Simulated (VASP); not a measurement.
# MgC2 (P4_2/mnm) in VASP: notebook

MgC2 is run at these levels: LDA, PBE+D4, PBE; tasks: single point.

All numbers are computed with VASP 6.6.1; they aren't measurements. Logs are shortened: lines on timing, memory, paths and dates and some standing lists are left out, and cuts for length are marked.

**1. The cell of the first run**

It takes space group P4_2/mnm (No. 136, tetragonal). The conventional cell has a = 3.884 Å, b = 3.884 Å, c = 4.841 Å, α = 90.00°, β = 90.00°, γ = 90.00°. Mg (site symmetry mmm) has 10 C at 2.12 to 2.82 Å within 2.9 Å. C (site symmetry m2m) has 1 C at 1.24 Å within 1.7 Å.

**2. Single point, LDA**

The input, INCAR:

```
ALGO     = Normal         # electronic algorithm
EDIFF    = 1E-6           # SCF threshold, eV
ENCUT    = 520            # plane-wave cutoff, eV
ISIF     = 2              # what is computed and relaxed
ISMEAR   = -1             # smearing method
LASPH    = True           # aspherical terms in the spheres
LCHARG   = False          # write CHGCAR
LREAL    = False          # projectors in reciprocal space
LWAVE    = False          # write WAVECAR
NBANDS   = 19             # bands
NELM     = 60             # most SCF steps
PREC     = Accurate       # precision mode
SIGMA    = 0.05           # smearing width, eV
```

The input, KPOINTS:

```
k-points
0
Gamma
  5 5 5
```

The input, POSCAR:

```
MgC2
1.0
    3.8837956842      0.0000000000      0.0000000000
    0.0000000000      3.8837956842      0.0000000000
    0.0000000000      0.0000000000      4.8414720969
Mg C
2 4
Direct
    0.0000000000      0.0000000000      0.5000000000
    0.5000000000      0.5000000000      0.0000000000
    0.3867051983      0.6132948017      0.5000000000
    0.1132948017      0.1132948017      0.0000000000
    0.6132948017      0.3867051983      0.5000000000
    0.8867051983      0.8867051983      0.0000000000
```

Potentials or basis: VASP PAW LDA potentials, release 64 (Mg, C).

On the command line:

```console
$ cat potpaw_LDA.64/Mg/POTCAR potpaw_LDA.64/C/POTCAR > POTCAR
$ mpirun -np 1 vasp_std > vasp.out
```

OUTCAR:

```text
EDIFF = 1E-6
   ENCUT = 520
   ISIF = 2
   ISMEAR = -1
   LASPH = True
   LREAL = False
   NELM = 60
   PREC = Accurate

 ion  position               nearest neighbor table
   1  0.000  0.000  0.500-   3 2.12   5 2.12   4 2.50   6 2.50   4 2.50   6 2.50   5 2.82   3 2.82
                             5 2.82   3 2.82
   2  0.500  0.500  0.000-   4 2.12   6 2.12   5 2.50   3 2.50   3 2.50   5 2.50   4 2.82   4 2.82
                             6 2.82   6 2.82
   3  0.387  0.613  0.500-   5 1.24   1 2.12   2 2.50   2 2.50   1 2.82   1 2.82
   4  0.113  0.113  0.000-   6 1.24   2 2.12   1 2.50   1 2.50   2 2.82   2 2.82
   5  0.613  0.387  0.500-   3 1.24   1 2.12   2 2.50   2 2.50   1 2.82   1 2.82
   6  0.887  0.887  0.000-   4 1.24   2 2.12   1 2.50   1 2.50   2 2.82   2 2.82

  LATTYP: Found a simple tetragonal cell.
 ALAT       =     3.8837956842
 C/A-ratio  =     1.2465825936

  Lattice vectors:

 A1 = (   3.8837956842,   0.0000000000,   0.0000000000)
 A2 = (   0.0000000000,   3.8837956842,   0.0000000000)
 A3 = (   0.0000000000,   0.0000000000,   4.8414720969)

Analysis of symmetry for initial positions (statically):
=====================================================================
 Subroutine PRICEL returns:
 Original cell was already a primitive cell.

 Routine SETGRP: Setting up the symmetry group for a
 simple tetragonal supercell.

 Subroutine GETGRP returns: Found 16 space group operations
 (whereof  8 operations were pure point group operations)
 out of a pool of 16 trial point group operations.

The static configuration has the point symmetry D_2h.
 The point group associated with its full space group is D_4h.

Analysis of symmetry for dynamics (positions and initial velocities):
=====================================================================
 Subroutine PRICEL returns:
 Original cell was already a primitive cell.

 Routine SETGRP: Setting up the symmetry group for a
 simple tetragonal supercell.

 Subroutine GETGRP returns: Found 16 space group operations
 (whereof  8 operations were pure point group operations)
 out of a pool of 16 trial point group operations.

The dynamic configuration has the point symmetry D_2h.
 The point group associated with its full space group is D_4h.

 Subroutine INISYM returns: Found 16 space group operations
 (whereof  8 operations are pure point group operations),
 and found     1 'primitive' translations

----------------------------------------------------------------------------------------
[... 97 lines left out ...]
   NSW    =      0    number of steps for IOM
   IBRION =     -1    ionic relax: 0-MD 1-quasi-New 2-CG
   NFREE  =      0    steps in history (QN), initial steepest desc. (CG)
   ISIF   =      2    stress and relaxation
   ISYM   =      2    0-nonsym 1-usesym 2-fastsym
   POTIM  = 0.5000    time-step for ionic-motion
   TEBEG  =    0.0;   TEEND  =   0.0 temperature during run
   PSTRESS=    0.0 pullay stress
   NELECT =      20.0000    total number of electrons
   NUPDOWN=      -1.0000    fix difference up-down
   EMIN   =  10.00;   EMAX   =-10.00  energy-range for DOS
   EFERMI =   0.00;   METHOD = LEGACY
   ISMEAR =    -1;   SIGMA  =   0.05  broadening in eV -4-tet -1-fermi 0-gaus
   EFERMI_NEDOS =   21; number of points for ismear=-14 and -15
   IALGO  =     38    algorithm
   IMIX   =      4    mixing-type and parameters
     AMIX     =   0.40;   BMIX     =  1.00
     AMIX_MAG =   1.60;   BMIX_MAG =  1.00
  volume/ion in A,a.u.               =      12.17        82.14
  Fermi-wavevector in a.u.,A,eV,Ry     =   1.063134  2.009032 15.378045  1.130254
  Thomas-Fermi vector in A             =   2.198609
   LORBIT       =      0    0 simple, 1 ext, 2 COOP (PROOUT), +10 PAW based schemes
   GGA     = CA    functional components
   LHFCALC =     F    Hartree Fock is set to
   AEXX    =    0.0000 exact exchange contribution
   IVDW    =     0    specifies the selected vdW correction
   LEPSILON=     F    determine dielectric tensor
   LRPA    =     F    only Hartree local field effects (RPA)
 non-spin polarized calculation
  energy-cutoff  :      520.00
  volume of cell :       73.03
 maximum number of plane-waves:      1981
 NGX is ok and might be reduce to    30
   NGX = 15   NGY = 15   NGZ = 19

 number of electron      19.9999998 magnetization

 Free energy of the ion-electron system (eV)
  ---------------------------------------------------
  ext. energy  EPLUGINS =         0.00000000
  ---------------------------------------------------
  free energy    TOTEN  =       -41.18534953 eV

  energy without entropy =      -41.18534953  energy(sigma->0) =      -41.18534953

 E-fermi :   2.4339     XC(G=0): -10.1315

 val. band max:        1.2868543226   @ k =   0.4000   0.4000   0.4000
 cond. band min:       3.6187326222   @ k =   0.0000   0.0000   0.0000
 fundamental gap:      2.3318782996
 Fermi energy:         2.4339238546

 k-point     1 :       0.0000    0.0000    0.0000
  band No.  band energies     occupation
      1     -11.6695      2.00000
      2     -10.6308      2.00000
      3      -2.4310      2.00000
      4      -1.8196      2.00000
      5      -1.5998      2.00000
      6      -1.5998      2.00000
[... 373 lines left out ...]
      6      -1.3645      2.00000
[... 11 lines left out ...]
     18      12.4354      0.00000
     19      12.5508      0.00000

------------------------ aborting loop because EDIFF is reached ----------------------------------------

  FORCE on cell =-STRESS in cart. coord.  units (eV):
  Direction    XX          YY          ZZ          XY          YZ          ZX
  --------------------------------------------------------------------------------------
  -------------------------------------------------------------------------------------
  Total       -0.0884541     -0.0884541     -0.2779159     -0.0000000      0.0000000      0.0000000
  in kB       -1.9406111     -1.9406111     -6.0972478     -0.0000000      0.0000000      0.0000000
  external PRESSURE =      -3.3261567 kB  Pullay stress =       0.0000000 kB

 VOLUME and BASIS-vectors are now :
 -----------------------------------------------------------------------------
  energy-cutoff  :      520.00
  volume of cell :       73.03
      direct lattice vectors                 reciprocal lattice vectors
     3.883795684  0.000000000  0.000000000     0.257480074  0.000000000  0.000000000
     0.000000000  3.883795684  0.000000000     0.000000000  0.257480074  0.000000000
     0.000000000  0.000000000  4.841472097     0.000000000  0.000000000  0.206548748

 POSITION                                       TOTAL-FORCE (eV/Angst)
 -----------------------------------------------------------------------------------
      0.00000      0.00000      2.42074         0.000000      0.000000      0.000000
      1.94190      1.94190      0.00000         0.000000      0.000000      0.000000
      1.50188      2.38191      2.42074        -0.084641      0.084641      0.000000
      0.44001      0.44001      0.00000         0.084641      0.084641      0.000000
      2.38191      1.50188      2.42074         0.084641     -0.084641     -0.000000
      3.44378      3.44378      0.00000        -0.084641     -0.084641     -0.000000
 -----------------------------------------------------------------------------------
    total drift:                                0.000000     -0.000000      0.000000

  FREE ENERGIE OF THE ION-ELECTRON SYSTEM (eV)
  ---------------------------------------------------
  free  energy   TOTEN  =       -41.1853495295 eV

  energy  without entropy=      -41.1853495295  energy(sigma->0) =      -41.18534953
```

stdout:

```text
POSCAR found type information on POSCAR MgC
 POSCAR found :  2 types and       6 ions
 scaLAPACK will be used
 LDA part: xc-table for (Slater(with rela. corr.)+CA(PZ))
 , standard interpolation
 POSCAR, INCAR and KPOINTS ok, starting setup
 FFT: planning ... GRIDC
 FFT: planning ... GRID_SOFT
 FFT: planning ... GRID
 WAVECAR not read
 entering main loop
```

It took 36 s on 1 thread of Intel Xeon 8259CL, shared host; peak memory 0.16 GiB.

What came out:

* Free energy: -41.1853 eV
* Pressure: -0.3 GPa
* Largest force: 0.120 eV/Å
* Band gap on the k mesh: 2.33 eV (least direct gap 2.66 eV)

Forces in eV/Å, atoms in the order of the input:
```
Mg   0.000  0.000  0.000
Mg   0.000  0.000  0.000
C   -0.085  0.085  0.000
C    0.085  0.085  0.000
C    0.085 -0.085  0.000
C   -0.085 -0.085  0.000
```

Levels at points of the mesh, in eV from the valence-band top:
| k point | band 6 | band 7 | band 8 | band 9 | band 10 | band 11 | band 12 | band 13 | band 14 | band 15 |
| --- | --- | --- | --- | --- | --- | --- | --- | --- | --- | --- |
| (0.00, 0.00, 0.00) | -2.89 | -1.32 | -0.46 | -0.33 | -0.33 | 2.33 | 5.28 | 5.55 | 5.55 | 7.12 |

**3. Single point, PBE+D4**

This run uses another cell than the first one, of 12.85 Å³/atom.

The input, INCAR:

```
SYSTEM = MgC2
ALGO = Normal
EDIFF = 1E-7
ENCUT = 520
GGA = PE
ISIF = 2
ISMEAR = -1
IVDW = 13
LASPH = .TRUE.
LCHARG = .FALSE.
LREAL = .FALSE.
LWAVE = .FALSE.
NBANDS = 19
NELM = 100
PREC = Accurate
SIGMA = 0.05
```

The input, KPOINTS:

```
k-points
0
G
  5 5 5
  0 0 0
```

The input, POSCAR:

```
MgC2
1.0
    3.9252487636      0.0000000000      0.0000000000
    0.0000000000      3.9252487636      0.0000000000
    0.0000000000      0.0000000000      5.0031113763
Mg C
2 4
Direct
    0.0000000000      0.0000000000      0.5000000000
    0.5000000000      0.5000000000      0.0000000000
    0.3871269374      0.6128730626      0.5000000000
    0.1128730626      0.1128730626      0.0000000000
    0.6128730626      0.3871269374      0.5000000000
    0.8871269374      0.8871269374      0.0000000000
```

Potentials or basis: VASP PAW PBE potentials, release 64 (Mg, C).

On the command line:

```console
$ cat potpaw_PBE.64/Mg/POTCAR potpaw_PBE.64/C/POTCAR > POTCAR
$ mpirun -np 1 vasp_std > vasp.out
```

Run time: 45 s. Hardware: 1 thread of Intel Xeon 8259CL, shared host; peak memory 0.18 GiB.

Results (log left out):

| Property | Result |
| --- | --- |
| Free energy | -38.5027 eV |
| Pressure | 0.0 GPa |
| Largest force | 0.133 eV/Å |
| Band gap on the k mesh | 2.64 eV (least direct gap 2.94 eV) |
| Dispersion energy per atom | -0.187 eV |

Forces in eV/Å, atoms in the order of the input:
```
Mg   0.000  0.000  0.000
Mg   0.000  0.000  0.000
C   -0.094  0.094  0.000
C    0.094  0.094  0.000
C    0.094 -0.094  0.000
C   -0.094 -0.094  0.000
```

Stress tensor (GPa, compression positive):
```
 0.06  0.00  0.00
 0.00  0.06  0.00
 0.00  0.00 -0.23
```

Levels at points of the mesh, in eV from the valence-band top:
| k point | band 7 | band 8 | band 9 | band 10 | band 11 | band 12 | band 13 | band 14 |
| --- | --- | --- | --- | --- | --- | --- | --- | --- |
| (0.00, 0.00, 0.00) | -1.33 | -0.34 | -0.30 | -0.30 | 2.64 | 5.25 | 5.69 | 5.69 |

A k mesh can miss the band edges.

**4. Single point, PBE**

This run uses another cell than the first one, of 12.95 Å³/atom.

Edit INCAR of step 3 so:

```diff
@@ -7,6 +7,7 @@
 ISMEAR = -1
-IVDW = 13
 LASPH = .TRUE.
-LCHARG = .FALSE.
+LCHARG = .TRUE.
+LELF = .TRUE.
 LREAL = .FALSE.
+LVHAR = .TRUE.
 LWAVE = .FALSE.
```

KPOINTS is that of step 3.

The input, POSCAR:

```
MgC2
1.0
    3.9468443983      0.0000000000      0.0000000000
    0.0000000000      3.9468443983      0.0000000000
    0.0000000000      0.0000000000      4.9874622899
Mg C
2 4
Direct
    0.0000000000      0.0000000000      0.5000000000
    0.5000000000      0.5000000000      0.0000000000
    0.3876955974      0.6123044026      0.5000000000
    0.1123044026      0.1123044026      0.0000000000
    0.6123044026      0.3876955974      0.5000000000
    0.8876955974      0.8876955974      0.0000000000
```

On the command line:

```console
$ cat potpaw_PBE.64/Mg/POTCAR potpaw_PBE.64/C/POTCAR > POTCAR
$ mpirun -np 1 vasp_std > vasp.out
```

It took 52 s on 1 thread of Intel Xeon 8259CL, shared host; peak memory 0.18 GiB.

Results (log left out):

| Item | Value |
| --- | --- |
| Free energy | -37.3806 eV |
| Pressure | 0.0 GPa |
| Largest force | 0.136 eV/Å |
| Band gap on the k mesh | 2.66 eV (least direct gap 2.97 eV) |

Forces on the atoms (eV/Å):
```
Mg   0.000  0.000  0.000
Mg   0.000  0.000  0.000
C   -0.096  0.096  0.000
C    0.096  0.096  0.000
C    0.096 -0.096  0.000
C   -0.096 -0.096  0.000
```

Stress tensor (GPa, compression positive):
```
 0.05  0.00  0.00
 0.00  0.05  0.00
 0.00  0.00 -0.23
```

Levels at points of the mesh, in eV from the valence-band top:
```tsv
k point	band 7	band 8	band 9	band 10	band 11	band 12	band 13	band 14
(0.00, 0.00, 0.00)	-1.28	-0.37	-0.31	-0.31	2.66	5.31	5.67	5.67
```

A k mesh can miss the band edges.

**5. The runs side by side**

| level | potentials or basis | cell | gap on the mesh (eV) | pressure (GPa) | largest force (eV/Å) |
| --- | --- | --- | --- | --- | --- |
| LDA | VASP PAW LDA potentials, release 64 (Mg, C) | a = 3.884, b = 3.884, c = 4.841 Å, 6 atoms, atomic positions A | 2.33 | -0.3 | 0.12 |
| PBE+D4 | VASP PAW PBE potentials, release 64 (Mg, C) | a = 3.925, b = 3.925, c = 5.003 Å, 6 atoms, atomic positions B | 2.64 | 0.0 | 0.13 |
| PBE | VASP PAW PBE potentials, release 64 (Mg, C) | a = 3.947, b = 3.947, c = 4.987 Å, 6 atoms, atomic positions C | 2.66 | 0.0 | 0.14 |

Alike in all rows: task single point; no spin polarisation; k mesh 5 × 5 × 5; cutoff (eV) 520; smearing fermi-dirac 0.05 eV.

Total energies depend on the potentials used, so only differences within one code and one set of settings carry meaning.
